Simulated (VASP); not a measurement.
Here is a VASP 6.6.1 calculation.

Contents of INCAR:

```
SYSTEM = Ca
PREC     = Accurate       ! precision mode
ENCUT    = 500            ! plane-wave cutoff, eV
EDIFF    = 1E-6           ! SCF threshold, eV
ISMEAR   = -1             ! smearing method
SIGMA    = 0.02           ! smearing width, eV
LREAL    = .False.        ! projectors in reciprocal space
LASPH    = .True.         ! aspherical terms in the spheres
NELM     = 120            ! most SCF steps
ALGO     = Normal         ! electronic algorithm
ISIF     = 2              ! what is computed and relaxed
LWAVE    = .False.        ! write WAVECAR
LCHARG   = .True.         ! write CHGCAR
GGA      = PE             ! functional
IVDW     = 13             ! dispersion correction
LELF     = .True.         ! ELF
LVHAR    = .True.       
NBANDS   = 11             ! bands
GGA_COMPAT= .False.
```

The input KPOINTS:

```
Automatic mesh
0
Gamma
  8 8 8
  0 0 0
```

The input POSCAR:

```
Ca
1.0
    0.0000000000      2.7554707334      2.7554707334
    2.7554707334      0.0000000000      2.7554707334
    2.7554707334      2.7554707334      0.0000000000
Ca
1
Direct
    0.0000000000      0.0000000000      0.0000000000
```

Potentials or basis: VASP PAW PBE potentials, release 64 (Ca_sv).

Command:

```bash
$ cat potpaw_PBE.64/Ca_sv/POTCAR > POTCAR
$ mpirun -np 1 vasp_std > vasp.out
```

(1) What does it give for the dispersion energy per atom?

(2) Predict the band gap on the k mesh.

Answers

(1) -0.176 eV.

(2) zero (bands 5 and 6 overlap by 0.35 eV).
